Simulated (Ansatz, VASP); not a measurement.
# AlN in VASP and in Ansatz

INCAR

```
PREC = Accurate ; ENCUT = 520
EDIFF = 1E-6 ; ISMEAR = 0
SIGMA = 0.01 ; LREAL = False
LASPH = True ; NELM = 60
ALGO = Normal ; ISIF = 2
LWAVE = False ; LCHARG = False
IBRION = 2 ; NSW = 50
EDIFFG = -0.002
```

The input KPOINTS:

```
regular mesh
0
Gamma
  8 8 6
```

POSCAR

```
AlN
1.0
    3.0887730631     -0.0077219327     -0.0077219327
   -1.5510739214      2.6788169055     -0.0028264235
   -0.0123581305     -0.0123581305      4.9432521891
Al N
2 2
Direct
    0.3333333333      0.6666666667     -0.0009923830
    0.6666666667      0.3333333333      0.4990076170
    0.3333333333      0.6666666667      0.3809923830
    0.6666666667      0.3333333333      0.8809923830
```

Input for Ansatz:

```yaml
crystal:
  lattice:
    - [3.08877306311, -0.00772193266, -0.00772193266]
    - [-1.5510739214, 2.67881690551, -0.00282642352]
    - [-0.01235813047, -0.01235813047, 4.94325218913]
  atoms:
    - { symbol: Al, position: [0.333333333333, 0.666666666667, -0.000992383011] }
    - { symbol: Al, position: [0.666666666667, 0.333333333333, 0.499007616989] }
    - { symbol: "N", position: [0.333333333333, 0.666666666667, 0.380992383011] }
    - { symbol: "N", position: [0.666666666667, 0.333333333333, 0.880992383011] }
kpoints:
  mp_grid: { grid: [8, 8, 6] }
scf:
  occupations: { method: fixed }
  convergence: { dr2_threshold: 1.0e-10 }
hamiltonian:
  xc: lda
  pseudopotentials: { kind: all_electron, lapw: { basis_error: 0.0005 } }
output:
  forces: true
  stress: true
  eigenstates:
    kpoints:
      - [0.0, 0.0, 0.0]
      - [-0.666666667, 0.333333333, 0.0]
      - [0.5, -0.5, -0.334263841]
      - [0.0, 0.5, -0.334263841]
      - [0.5, 0.0, -0.334263841]
      - [0.0, 0.0, -0.5]
      - [-0.5, 0.0, 0.0]
      - [-0.5, 0.5, 0.0]
      - [0.0, -0.5, 0.0]
      - [-0.5, 0.0, -0.5]
      - [-0.5, 0.5, -0.5]
      - [0.0, -0.5, -0.5]
relax:
  f_tol: 0.002
  max_steps: 30
```

Change from the starting cell: equal xy, yz and zx engineering shears of -0.5 %.

Alike in both runs: task relaxation of the atoms; functional LDA; k mesh 8 × 8 × 6; no spin polarisation.

|  | VASP | Ansatz |
| --- | --- | --- |
| version | VASP 6.6.1 | Ansatz 0.2.0 |
| potentials or method | VASP PAW LDA potentials, release 64 (Al, N), cutoff 520 eV | all-electron LAPW, scalar-relativistic |
| occupations | gaussian, width 0.01 eV | fixed |

VASP gave:

```
gap on the k mesh at the Fermi level, each at its own relaxed structure (eV) : 4.42
```

Question: What did Ansatz give for the same quantities?

Answer: gap on the k mesh at the Fermi level, each at its own relaxed structure (eV): 4.41.

LDA's correlation is that of Perdew and Zunger in VASP and of Perdew and Wang (1992) in Ansatz. Ansatz ran all-electron here, and VASP with PAW potentials.
